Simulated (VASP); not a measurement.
Wanted: the native input for a VASP 6.6.1 run.

- Task: single point
- Functional: PBEsol
- Potentials or basis: VASP PAW PBE potentials, release 64 (Sc_sv, Ir, C)
- Cutoff: 520 eV
- k mesh: 5 × 5 × 5
- Occupations: fermi-dirac, width 0.1 eV
- Spin: no spin polarisation
- Dipole correction: no
- Further INCAR settings: ALGO = Normal; EDIFF = 1e-06; NBANDS = 29

The structure of ScIr3C lies in POSCAR:

```
ScIr3C
1.0
    4.6851360000      0.0000000000      0.0000000000
    0.0000000000      4.6851360000      0.0000000000
    0.0000000000      0.0000000000      4.6851360000
Sc Ir C
1 3 1
Direct
    0.0213440976      0.0000000000      0.0000000000
    0.5000000000      0.0000000000      0.0000000000
    0.0000000000      0.5000000000      0.0000000000
    0.0000000000      0.0000000000      0.5000000000
    0.5000000000      0.5000000000      0.5000000000
```

These files were run (other wordings do the same):

INCAR

```
SYSTEM = ScIr3C
PREC = Accurate
ENCUT = 520
EDIFF = 1E-6
ISMEAR = -1
SIGMA = 0.1
LREAL = .False.
LASPH = .True.
NELM = 80
ALGO = Normal
ISIF = 2
LWAVE = .False.
LCHARG = .True.
GGA = PS
LELF = .True.
LVHAR = .True.
NBANDS = 29
```

KPOINTS

```
Automatic mesh
0
Gamma
  5 5 5
  0 0 0
```

Potentials or basis: VASP PAW PBE potentials, release 64 (Sc_sv, Ir, C).

Run with:

```sh
$ cat potpaw_PBE.64/Sc_sv/POTCAR potpaw_PBE.64/Ir/POTCAR potpaw_PBE.64/C/POTCAR > POTCAR
$ mpirun -np 1 vasp_std > vasp.out
```

It gave:

```
Pressure               : -4.7 GPa
Largest force          : 2.256 eV/Å
Band gap on the k mesh : zero (band 21 reaches 3.29 eV, above the bottom of band 22 at 2.86 eV)
```

Caveat: the PAW data sets were made with another functional, which shifts forces and pressure a little; spin-orbit coupling is left out, which moves the levels of the heavy elements.

Wall time 27 s on 1 thread of Intel(R) Xeon(R) 6975P-C (Granite Rapids), with other jobs on the host, peak memory 0.23 GiB.
